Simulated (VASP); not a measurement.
Pt:

```
CELL_PARAMETERS angstrom
2.76067 0.00000 0.00000
-1.38033 2.39081 0.00000
0.00000 0.00000 4.79213
ATOMIC_POSITIONS crystal
Pt 0.66667 0.33333 0.75000
Pt 0.33333 0.66667 0.25000
```

```yaml
Program: VASP 6.6.1
Task: relaxation of cell and atoms
Functional: PBEsol
Potentials_or_basis: VASP PAW PBE potentials, release 64 (Pt)
Cutoff: 500 eV
k_mesh: 18 × 18 × 9
Occupations: gaussian, width 0.1 eV
Spin: no spin polarisation
```

At the start: pressure -11.3 GPa; volume 15.81 Å³/atom.

Task: How do energy, volume and symmetry change on relaxing?

Result: Over 10 steps the energy falls by 26.1 meV/atom and the volume is 15.11 Å³/atom (-4.5 %); space group P6_3/mmc (No. 194, to 0.05 Å).

The path:
```csv
step,energy change (eV),largest force (eV/Å),pressure (GPa),volume (Å³)
1,0.0000,0.0000,-11.32,31.63
2,0.4022,0.0000,47.85,26.79
3,-0.0515,0.0000,-0.59,30.30
4,-0.0516,0.0000,-0.12,30.25
5,-0.0516,0.0000,0.13,30.22
6,-0.0523,0.0000,0.17,30.20
7,-0.0523,0.0000,0.17,30.20
8,-0.0523,0.0000,0.17,30.20
9,-0.0522,0.0000,-0.40,30.26
10,-0.0523,0.0000,0.01,30.22
```

Final structure:
```yaml
crystal:
  lattice:
    - [2.72518, 0.00000, 0.00000]
    - [-1.36259, 2.36007, 0.00000]
    - [0.00000, 0.00000, 4.69852]
  atoms:
    - { symbol: Pt, position: [0.66667, 0.33333, 0.75000] }
    - { symbol: Pt, position: [0.33333, 0.66667, 0.25000] }
```

Caveat: the PAW data sets were made with another functional, which shifts forces and pressure a little.
